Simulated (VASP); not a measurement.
# ZnO (P6_3mc) in VASP: notebook

ZnO is run at these levels: PBEsol, LDA; tasks: electric field gradients.

Everything below comes from runs of VASP 6.6.1. Logs are shortened: lines on timing, memory, paths and dates and some standing lists are left out, and cuts for length are marked.

**What was measured.**

“Electronic structure of alkaline earth and post-transition metal oxides”, 2009, arxiv:0908.1581 quotes, for a bulk crystal of ZnO: band gap 3.37 eV.

The runs below are set against these values where they give the same quantity.

**1. The cell of the first run**

It takes space group P6_3mc (No. 186, hexagonal). Conventional cell: a = 3.249 Å, b = 3.249 Å, c = 5.206 Å, α = 90.00°, β = 90.00°, γ = 120.00°. Zn (site symmetry 3m) has 4 O at 1.97 to 1.98 Å within 2.6 Å. O (site symmetry 3m) has 4 Zn at 1.97 to 1.98 Å within 2.6 Å.

**2. Electric field gradients, PBEsol**

Contents of INCAR:

```
SYSTEM = ZnO
PREC = Accurate ; ENCUT = 520
EDIFF = 1E-8 ; ISMEAR = -1
SIGMA = 0.02 ; LREAL = .False.
LASPH = .True. ; NELM = 120
ALGO = Normal ; ISIF = 2
LWAVE = .False. ; LCHARG = .False.
GGA = PS ; LEFG = .True.
NBANDS = 26 ; GGA_COMPAT = .False.
```

Contents of KPOINTS:

```
regular mesh
0
Gamma
  4 4 3
  0 0 0
```

Contents of POSCAR:

```
ZnO
1.0
    3.2493080000      0.0000000000      0.0000000000
   -1.6246540000      2.8139832727      0.0000000000
    0.0000000000      0.0000000000      5.2057090000
Zn O
2 2
Direct
    0.3333333333      0.6666666667      0.5000000000
    0.6666666667      0.3333333333      0.0000000000
    0.6666666667      0.3333333333      0.3790100000
    0.3333333333      0.6666666667      0.8790100000
```

Potentials or basis: VASP PAW PBE potentials, release 64 (Zn, O).

Launch:

```console
cat potpaw_PBE.64/Zn/POTCAR potpaw_PBE.64/O/POTCAR > POTCAR
mpirun -np 1 vasp_std > vasp.out
```

OUTCAR:

```text
SYSTEM = ZnO
   PREC = Accurate
   ENCUT = 520
   EDIFF = 1E-8
   ISMEAR = -1
   LREAL = .False.
   LASPH = .True.
   NELM = 120
   ISIF = 2
   GGA = PS

 ion  position               nearest neighbor table
   1  0.333  0.667  0.500-   4 1.97   3 1.98   3 1.98   3 1.98
   2  0.667  0.333  0.000-   3 1.97   4 1.98   4 1.98   4 1.98
   3  0.667  0.333  0.379-   2 1.97   1 1.98   1 1.98   1 1.98
   4  0.333  0.667  0.879-   1 1.97   2 1.98   2 1.98   2 1.98

  LATTYP: Found a hexagonal cell.
 ALAT       =     3.2493080000
 C/A-ratio  =     1.6020977390

  Lattice vectors:

 A1 = (   3.2493080000,   0.0000000000,   0.0000000000)
 A2 = (  -1.6246540000,   2.8139832727,   0.0000000000)
 A3 = (   0.0000000000,   0.0000000000,   5.2057090000)

Analysis of symmetry for initial positions (statically):
=====================================================================
 Subroutine PRICEL returns:
 Original cell was already a primitive cell.

 Routine SETGRP: Setting up the symmetry group for a
 hexagonal supercell.

 Subroutine GETGRP returns: Found 12 space group operations
 (whereof  6 operations were pure point group operations)
 out of a pool of 24 trial point group operations.

The static configuration has the point symmetry C_3v.
 The point group associated with its full space group is C_6v.

Analysis of symmetry for dynamics (positions and initial velocities):
=====================================================================
 Subroutine PRICEL returns:
 Original cell was already a primitive cell.

 Routine SETGRP: Setting up the symmetry group for a
 hexagonal supercell.

 Subroutine GETGRP returns: Found 12 space group operations
 (whereof  6 operations were pure point group operations)
 out of a pool of 24 trial point group operations.

The dynamic configuration has the point symmetry C_3v.
 The point group associated with its full space group is C_6v.

 Subroutine INISYM returns: Found 12 space group operations
 (whereof  6 operations are pure point group operations),
 and found     1 'primitive' translations

----------------------------------------------------------------------------------------

                                     Primitive cell

  volume of cell :      47.5984

  direct lattice vectors                    reciprocal lattice vectors
     3.249308000  0.000000000  0.000000000     0.307757836  0.177684070  0.000000000
    -1.624654000  2.813983273  0.000000000     0.000000000  0.355368139  0.000000000
     0.000000000  0.000000000  5.205709000     0.000000000  0.000000000  0.192096792

  length of vectors
     3.249308000  3.249308000  5.205709000     0.355368139  0.355368139  0.192096792

  position of ions in fractional coordinates (direct lattice)
     0.333333333  0.666666667  0.500000000
     0.666666667  0.333333333  0.000000000
     0.666666667  0.333333333  0.379010000
     0.333333333  0.666666667  0.879010000

  ion indices of the primitive-cell ions
   primitive index   ion index
                 1           1
                 2           2
                 3           3
                 4           4

----------------------------------------------------------------------------------------

 KPOINTS: regular mesh

Automatic generation of k-mesh.
 Grid dimensions read from file:
 generate k-points for:    4    4    3

 Generating k-lattice:

  Cartesian coordinates                     Fractional coordinates (reciprocal lattice)
     0.076939459  0.044421017  0.000000000     0.250000000  0.000000000  0.000000000
     0.000000000  0.088842035  0.000000000     0.000000000  0.250000000  0.000000000
     0.000000000  0.000000000  0.064032264     0.000000000  0.000000000  0.333333333

  Length of vectors
     0.088842035  0.088842035  0.064032264

  Shift w.r.t. Gamma in fractional coordinates (k-lattice)
[... 19 lines left out ...]
   total plane-waves  NPLWV =  23040
   dimension x,y,z NGX =    24 NGY =   24 NGZ =   40
   dimension x,y,z NGXF=    48 NGYF=   48 NGZF=   80
   ions per type =               2   2
   NGX,Y,Z   is equivalent  to a cutoff of  12.28, 12.28, 12.77 a.u.
   NGXF,Y,Z  is equivalent  to a cutoff of  24.56, 24.56, 25.55 a.u.
 SYSTEM =  ZnO
   PREC   = accura    normal or accurate (medium, high low for compatibility)
   ISTART =      0    job   : 0-new  1-cont  2-samecut
   ICHARG =      2    charge: 1-file 2-atom 10-const
   ISPIN  =      1    spin polarized calculation?
   LNONCOLLINEAR =      F non collinear calculations
   LSORBIT =      F    spin-orbit coupling
   LASPH  =      T    aspherical Exc in radial PAW
   ENCUT  =  520.0 eV  38.22 Ry    6.18 a.u.   6.04  6.04  9.68*2*pi/ulx,y,z
   NELM   =    120;   NELMIN=  2; NELMDL= -5     # of ELM steps
   EDIFF  = 0.1E-07   stopping-criterion for ELM
   LREAL  =      F    real-space projection
   EDIFFG = 0.1E-06   stopping-criterion for IOM
   NSW    =      0    number of steps for IOM
   IBRION =     -1    ionic relax: 0-MD 1-quasi-New 2-CG
   NFREE  =      0    steps in history (QN), initial steepest desc. (CG)
   ISIF   =      2    stress and relaxation
   ISYM   =      2    0-nonsym 1-usesym 2-fastsym
   POTIM  = 0.5000    time-step for ionic-motion
   TEBEG  =    0.0;   TEEND  =   0.0 temperature during run
   PSTRESS=    0.0 pullay stress
   NELECT =      36.0000    total number of electrons
   NUPDOWN=      -1.0000    fix difference up-down
   EMIN   =  10.00;   EMAX   =-10.00  energy-range for DOS
   EFERMI =   0.00;   METHOD = LEGACY
   ISMEAR =    -1;   SIGMA  =   0.02  broadening in eV -4-tet -1-fermi 0-gaus
   EFERMI_NEDOS =   21; number of points for ismear=-14 and -15
   IALGO  =     38    algorithm
   IMIX   =      4    mixing-type and parameters
     AMIX     =   0.40;   BMIX     =  1.00
     AMIX_MAG =   1.60;   BMIX_MAG =  1.00
  volume/ion in A,a.u.               =      11.90        80.30
  Fermi-wavevector in a.u.,A,eV,Ry     =   1.491574  2.818667 30.270160  2.224794
  Thomas-Fermi vector in A             =   2.604212
   LORBIT       =      0    0 simple, 1 ext, 2 COOP (PROOUT), +10 PAW based schemes
   GGA     = PS    functional components
   LHFCALC =     F    Hartree Fock is set to
   AEXX    =    0.0000 exact exchange contribution
   IVDW    =     0    specifies the selected vdW correction
   LEPSILON=     F    determine dielectric tensor
   LRPA    =     F    only Hartree local field effects (RPA)
 non-spin polarized calculation
  energy-cutoff  :      520.00
  volume of cell :       47.60
 maximum number of plane-waves:      1291
   NGX = 13   NGY = 13   NGZ = 19

 number of electron      36.0000017 magnetization

 Free energy of the ion-electron system (eV)
  ---------------------------------------------------
  ext. energy  EPLUGINS =         0.00000000
  ---------------------------------------------------
  free energy    TOTEN  =       -19.38456465 eV

  energy without entropy =      -19.38456465  energy(sigma->0) =      -19.38456465

 E-fermi :   1.4070     XC(G=0): -11.1815

 val. band max:        1.0614477358   @ k =   0.0000   0.0000   0.0000
 cond. band min:       1.7381748161   @ k =   0.0000   0.0000   0.0000
 fundamental gap:      0.6767270803
 Fermi energy:         1.4069658939

 k-point     1 :       0.0000    0.0000    0.0000
  band No.  band energies     occupation
      1     -16.9772      2.00000
      2     -16.2243      2.00000
      3      -4.6508      2.00000
      4      -4.6504      2.00000
      5      -4.6504      2.00000
      6      -4.6125      2.00000
[... 221 lines left out ...]
     25      14.0565      0.00000
     26      16.2836      0.00000

------------------------ aborting loop because EDIFF is reached ----------------------------------------

  FORCE on cell =-STRESS in cart. coord.  units (eV):
  Direction    XX          YY          ZZ          XY          YZ          ZX
  --------------------------------------------------------------------------------------
  -------------------------------------------------------------------------------------
  Total       -0.2832741     -0.2832741      0.1473121      0.0000000      0.0000000      0.0000000
  in kB       -9.5350970     -9.5350970      4.9585729      0.0000000      0.0000000      0.0000000
  external PRESSURE =      -4.7038737 kB  Pullay stress =       0.0000000 kB

 VOLUME and BASIS-vectors are now :
 -----------------------------------------------------------------------------
  energy-cutoff  :      520.00
  volume of cell :       47.60
      direct lattice vectors                 reciprocal lattice vectors
     3.249308000  0.000000000  0.000000000     0.307757836  0.177684070  0.000000000
    -1.624654000  2.813983273  0.000000000     0.000000000  0.355368139  0.000000000
     0.000000000  0.000000000  5.205709000     0.000000000  0.000000000  0.192096792

 POSITION                                       TOTAL-FORCE (eV/Angst)
 -----------------------------------------------------------------------------------
     -0.00000      1.87599      2.60285         0.000000     -0.000000     -0.061470
      1.62465      0.93799      0.00000        -0.000000      0.000000     -0.061470
      1.62465      0.93799      1.97302        -0.000000      0.000000      0.061470
     -0.00000      1.87599      4.57587        -0.000000      0.000000      0.061470
 -----------------------------------------------------------------------------------
    total drift:                               -0.000000     -0.000000     -0.000704

  FREE ENERGIE OF THE ION-ELECTRON SYSTEM (eV)
  ---------------------------------------------------
  free  energy   TOTEN  =       -19.3845646480 eV

  energy  without entropy=      -19.3845646461  energy(sigma->0) =      -19.38456465

 Electric field gradients (V/A^2)
---------------------------------------------------------------------
 ion       V_xx      V_yy      V_zz      V_xy      V_xz      V_yz
---------------------------------------------------------------------
   1      -0.809    -0.810     1.620    -0.001    -0.000     0.000
   2      -0.809    -0.810     1.620    -0.001     0.000    -0.000
   3       0.119     0.115    -0.234    -0.004    -0.000     0.000
   4       0.119     0.115    -0.234    -0.004     0.000    -0.000
---------------------------------------------------------------------

 Electric field gradients after diagonalization (V/A^2)
 (convention: |V_zz| > |V_xx| > |V_yy|)
----------------------------------------------------------------------
 ion       V_xx      V_yy      V_zz     asymmetry (V_yy - V_xx)/ V_zz
----------------------------------------------------------------------
   1      -0.811    -0.809     1.620       0.002
   2      -0.811    -0.809     1.620       0.002
   3       0.121     0.113    -0.234       0.037
   4       0.121     0.113    -0.234       0.037
----------------------------------------------------------------------

           NMR quadrupolar parameters

 Cq : quadrupolar parameter    Cq=e*Q*V_zz/h
 eta: asymmetry parameters     (V_yy - V_xx)/ V_zz
 Q  : nuclear electric quadrupole moment in mb (millibarn)
----------------------------------------------------------------------
 ion       Cq(MHz)       eta       Q (mb)
----------------------------------------------------------------------
   1       0.004       0.002       1.000
   2       0.004       0.002       1.000
   3      -0.001       0.037       1.000
   4      -0.001       0.037       1.000
----------------------------------------------------------------------
```

Run time: 21 s. Hardware: 1 thread of Intel Xeon Platinum 8488C (Sapphire Rapids), shared host; peak memory 0.15 GiB.

Results:

```yaml
Free_energy: -19.3846 eV
Pressure: -0.5 GPa
Largest_force: 0.061 eV/Å
Band_gap_on_the_k_mesh: 0.68 eV
Largest_electric_field_gradient_by_atom: Zn +1.6; O -0.2 V/Å²
```

Forces on the atoms (eV/Å):
```
Zn   0.000  0.000 -0.061
Zn   0.000  0.000 -0.061
O    0.000  0.000  0.061
O    0.000  0.000  0.061
```

Electric field gradients, principal values (V/Å²):
| atom | least | middle | greatest (by size) |
| --- | --- | --- | --- |
| 1 Zn | -0.809 | -0.811 | 1.620 |
| 2 Zn | -0.809 | -0.811 | 1.620 |
| 3 O | 0.113 | 0.121 | -0.234 |
| 4 O | 0.113 | 0.121 | -0.234 |

Caveat: the k points lie up to 0.56 Å⁻¹ apart; without QUAD_EFG the Cq values of the log hold for a quadrupole moment of 1 mb, not for the nuclei; the PAW data sets were made with another functional, which shifts forces and pressure a little.

**3. Electric field gradients, PBEsol**

Contents of INCAR:

```
SYSTEM = ZnO
ALGO = Normal
EDIFF = 1E-8
ENCUT = 520
GGA = PS
GGA_COMPAT = .FALSE.
ISIF = 2
ISMEAR = -1
LASPH = .TRUE.
LCHARG = .FALSE.
LEFG = .TRUE.
LREAL = .FALSE.
LWAVE = .FALSE.
NBANDS = 26
NELM = 120
PREC = Accurate
SIGMA = 0.02
```

Contents of KPOINTS:

```
k-points
0
G
  5 5 3
  0 0 0
```

POSCAR is that of step 2.

Potentials or basis: VASP PAW PBE potentials, release 64 (Zn, O).

Launch:

```console
cat potpaw_PBE.64/Zn/POTCAR potpaw_PBE.64/O/POTCAR > POTCAR
mpirun -np 1 vasp_std > vasp.out
```

OUTCAR:

```text
SYSTEM = ZnO
   EDIFF = 1E-8
   ENCUT = 520
   GGA = PS
   ISIF = 2
   ISMEAR = -1
   LASPH = .TRUE.
   LREAL = .FALSE.
   NELM = 120
   PREC = Accurate

 ion  position               nearest neighbor table
   1  0.333  0.667  0.500-   4 1.97   3 1.98   3 1.98   3 1.98
   2  0.667  0.333  0.000-   3 1.97   4 1.98   4 1.98   4 1.98
   3  0.667  0.333  0.379-   2 1.97   1 1.98   1 1.98   1 1.98
   4  0.333  0.667  0.879-   1 1.97   2 1.98   2 1.98   2 1.98

  LATTYP: Found a hexagonal cell.
 ALAT       =     3.2493080000
 C/A-ratio  =     1.6020977390

  Lattice vectors:

 A1 = (   3.2493080000,   0.0000000000,   0.0000000000)
 A2 = (  -1.6246540000,   2.8139832727,   0.0000000000)
 A3 = (   0.0000000000,   0.0000000000,   5.2057090000)

Analysis of symmetry for initial positions (statically):
=====================================================================
 Subroutine PRICEL returns:
 Original cell was already a primitive cell.

 Routine SETGRP: Setting up the symmetry group for a
 hexagonal supercell.

 Subroutine GETGRP returns: Found 12 space group operations
 (whereof  6 operations were pure point group operations)
 out of a pool of 24 trial point group operations.

The static configuration has the point symmetry C_3v.
 The point group associated with its full space group is C_6v.

Analysis of symmetry for dynamics (positions and initial velocities):
=====================================================================
 Subroutine PRICEL returns:
 Original cell was already a primitive cell.

 Routine SETGRP: Setting up the symmetry group for a
 hexagonal supercell.
[... 440 lines left out ...]

  FORCE on cell =-STRESS in cart. coord.  units (eV):
  Direction    XX          YY          ZZ          XY          YZ          ZX
  --------------------------------------------------------------------------------------
  -------------------------------------------------------------------------------------
  Total       -0.3112234     -0.3112234      0.1771346      0.0000000     -0.0000000      0.0000000
  in kB      -10.4758799    -10.4758799      5.9624066      0.0000000     -0.0000000      0.0000000
  external PRESSURE =      -4.9964511 kB  Pullay stress =       0.0000000 kB

 VOLUME and BASIS-vectors are now :
 -----------------------------------------------------------------------------
  energy-cutoff  :      520.00
  volume of cell :       47.60
      direct lattice vectors                 reciprocal lattice vectors
     3.249308000  0.000000000  0.000000000     0.307757836  0.177684070  0.000000000
    -1.624654000  2.813983273  0.000000000     0.000000000  0.355368139  0.000000000
     0.000000000  0.000000000  5.205709000     0.000000000  0.000000000  0.192096792

 POSITION                                       TOTAL-FORCE (eV/Angst)
 -----------------------------------------------------------------------------------
     -0.00000      1.87599      2.60285         0.000000     -0.000000     -0.065342
      1.62465      0.93799      0.00000         0.000000      0.000000     -0.065342
      1.62465      0.93799      1.97302        -0.000000     -0.000000      0.065342
     -0.00000      1.87599      4.57587         0.000000     -0.000000      0.065342
 -----------------------------------------------------------------------------------
    total drift:                               -0.000000     -0.000000     -0.000717

  FREE ENERGIE OF THE ION-ELECTRON SYSTEM (eV)
  ---------------------------------------------------
  free  energy   TOTEN  =       -19.4020137039 eV

  energy  without entropy=      -19.4020137029  energy(sigma->0) =      -19.40201370

 Electric field gradients (V/A^2)
---------------------------------------------------------------------
 ion       V_xx      V_yy      V_zz      V_xy      V_xz      V_yz
---------------------------------------------------------------------
   1      -0.521    -0.522     1.044    -0.001    -0.000     0.000
   2      -0.521    -0.522     1.044    -0.001     0.000    -0.000
   3       0.808     0.803    -1.611    -0.004    -0.000     0.000
   4       0.808     0.803    -1.611    -0.004     0.000    -0.000
---------------------------------------------------------------------

 Electric field gradients after diagonalization (V/A^2)
 (convention: |V_zz| > |V_xx| > |V_yy|)
----------------------------------------------------------------------
 ion       V_xx      V_yy      V_zz     asymmetry (V_yy - V_xx)/ V_zz
----------------------------------------------------------------------
   1      -0.523    -0.521     1.044       0.002
   2      -0.523    -0.521     1.044       0.002
   3       0.810     0.801    -1.611       0.005
   4       0.810     0.801    -1.611       0.005
----------------------------------------------------------------------

           NMR quadrupolar parameters

 Cq : quadrupolar parameter    Cq=e*Q*V_zz/h
 eta: asymmetry parameters     (V_yy - V_xx)/ V_zz
 Q  : nuclear electric quadrupole moment in mb (millibarn)
----------------------------------------------------------------------
 ion       Cq(MHz)       eta       Q (mb)
----------------------------------------------------------------------
   1       0.003       0.002       1.000
   2       0.003       0.002       1.000
   3      -0.004       0.005       1.000
   4      -0.004       0.005       1.000
----------------------------------------------------------------------
```

stdout:

```text
POSCAR found type information on POSCAR ZnO
 POSCAR found :  2 types and       4 ions
 scaLAPACK will be used
 -----------------------------------------------------------------------------
|                                                                             |
|                                                                             |
|     You enforced a specific xc type in the INCAR file but a different       |
|     I HOPE YOU KNOW WHAT YOU ARE DOING!                                     |
|                                                                             |
 -----------------------------------------------------------------------------

 LDA part: xc-table for (Slater+PW92), standard interpolation
 POSCAR, INCAR and KPOINTS ok, starting setup
 FFT: planning ... GRIDC
 FFT: planning ... GRID_SOFT
 FFT: planning ... GRID
 WAVECAR not read
 entering main loop
ion   1

ion   2

ion   3

ion   4
```

Wall time 22 s (1 thread of Intel Xeon Platinum 8488C (Sapphire Rapids), shared host); peak memory 0.16 GiB.

What came out:

| Property | Result |
| --- | --- |
| Free energy | -19.4020 eV |
| Pressure | -0.5 GPa |
| Largest force | 0.065 eV/Å |
| Band gap on the k mesh | 0.68 eV |
| Largest electric field gradient by atom | Zn +1.0; O -1.6 V/Å² |

Forces in eV/Å, atoms in the order of the input:
```
Zn   0.000  0.000 -0.065
Zn   0.000  0.000 -0.065
O    0.000  0.000  0.065
O    0.000  0.000  0.065
```

Electric field gradients, principal values (V/Å²):
```
atom   least  middle  greatest (by size)
1 Zn  -0.521  -0.523               1.044
2 Zn  -0.521  -0.523               1.044
 3 O   0.801   0.810              -1.611
 4 O   0.801   0.810              -1.611
```

Caveat: the k points lie up to 0.45 Å⁻¹ apart; without QUAD_EFG the Cq values of the log hold for a quadrupole moment of 1 mb, not for the nuclei; the PAW data sets were made with another functional, which shifts forces and pressure a little.

[end of part 1 of 2]
